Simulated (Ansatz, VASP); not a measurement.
## Two plane-wave programs on Al

INCAR

```
PREC = Accurate
ENCUT = 520
EDIFF = 1E-6
ISMEAR = 0
SIGMA = 0.05
LREAL = False
LASPH = True
NELM = 80
ALGO = Normal
ISIF = 2
LWAVE = False
LCHARG = True
GGA = CA
LELF = True
LVHAR = True
NBANDS = 10
```

KPOINTS

```
Automatic mesh
0
Gamma
  12 12 6
```

File POSCAR:

```
Al
1.0
    2.7353626476      0.0000000000      0.0000000000
   -1.3676813287      2.3688935413      0.0000000000
    0.0000000000      0.0000000000      4.7334439289
Al
2
Direct
    0.6666666667      0.3333333333      0.7500000000
    0.3333333333      0.6666666667      0.2500000000
```

Input for Ansatz:

```yaml
crystal:
  lattice:
    - [2.735362647649442, 0.0, 0.0]
    - [-1.367681328687665, 2.368893541321025, 0.0]
    - [0.0, 0.0, 4.73344392888324]
  atoms:
    - { symbol: Al, position: [0.6666666666666666, 0.3333333333333333, 0.75] }
    - { symbol: Al, position: [0.3333333333333333, 0.6666666666666666, 0.25] }
basis:
  ecutwfc: 500.0
kpoints:
  mp_grid:
    grid: [12, 12, 6]
hamiltonian:
  xc: lda
  pseudopotentials:
    kind: paw
scf:
  occupations:
    method: gaussian
    width: 0.05
output:
  stress: true
```

Alike in both runs: task single point; functional LDA; k mesh 12 × 12 × 6; occupations gaussian, width 0.05 eV; no spin polarisation.

|  | VASP | Ansatz |
| --- | --- | --- |
| version | VASP 6.6.1 | Ansatz 0.2.0 |
| potentials or method | VASP PAW LDA potentials, release 64 (Al), cutoff 520 eV | plane waves, PAW |
| valence electrons in the cell | 6 | 6 |

|  | VASP | Ansatz | Ansatz less VASP |
| --- | --- | --- | --- |
| pressure (GPa) | 3.5 | 3.4 | -0.11 |
| traceless stress, the component that is largest in VASP (GPa) | -3.43 | -3.41 | +0.021 |

LDA's correlation is that of Perdew and Zunger in VASP and of Perdew and Wang (1992) in Ansatz.
